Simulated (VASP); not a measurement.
Runs of VASP 6.6.1 on Tl. The structure is that of space group P6_3/mmc (No. 194), or close to it. The cells are those of the table. 

```tsv
cell	gap on the mesh (eV)	pressure (GPa)
a = 3.673, b = 3.673, c = 11.623 Å, angles 90.0, 90.0, 120.0°, 4 atoms	none	0.9
a = 3.621, b = 3.621, c = 11.460 Å, angles 90.0, 90.0, 120.0°, 4 atoms	none	1.9
a = 3.724, b = 3.724, c = 11.782 Å, angles 90.0, 90.0, 120.0°, 4 atoms	none	(a)
a = 3.773, b = 3.773, c = 11.938 Å, angles 90.0, 90.0, 120.0°, 4 atoms	none	-0.6
a = 3.568, b = 3.568, c = 11.291 Å, angles 90.0, 90.0, 120.0°, 4 atoms	none	3.3
a = 3.820, b = 3.820, c = 12.089 Å, angles 90.0, 90.0, 120.0°, 4 atoms	none	(b)
```

Alike in all rows: task single point; level BLYP; potentials or basis VASP PAW PBE potentials, release 64 (Tl_d); no spin polarisation; k mesh 11 × 11 × 3; cutoff (eV) 520; smearing fermi-dirac 0.1 eV.

Estimate the missing entries.

(a) 0.0; (b) -1.1.

Caveats: the PAW data sets were made with another functional, which shifts forces and pressure a little; spin-orbit coupling is left out, which moves the levels of the heavy elements.

A k mesh can miss the band edges, and the runs leave out spin-orbit coupling on Tl.

A gap of «none» marks levels without a gap at the run's occupations.
